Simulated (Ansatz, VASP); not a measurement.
One calculation of V, two programs

```
V
1.0
     2.45159    0.00000    0.00000
     0.00000    2.45159    0.00000
     0.00000    0.00000    2.45159
V
1
Direct
  0.00000 0.00000 0.00000
```

Alike in both runs: functional PBE; k mesh 15 × 15 × 15; occupations fermi-dirac, width 0.08 eV; no spin polarisation.

Ansatz relaxed the structure, and its values are those at the end. VASP's run is a single point on that final structure, the one shown.

|  | VASP | Ansatz |
| --- | --- | --- |
| version | VASP 6.6.1 | Ansatz 0.2.0 |
| potentials or method | VASP PAW PBE potentials, release 64 (V_sv) | PAW with Ansatz's default frozen-core files, scalar-relativistic |
| plane-wave cutoff (eV) | 520 | 420 |
| valence electrons in the cell | 13 | 13 |

|  | VASP | Ansatz | Ansatz less VASP |
| --- | --- | --- | --- |
| pressure (GPa) | 0.3 | 0.0 | -0.28 |

The functional is the same, so the differences come from potentials, cutoffs and numerics.
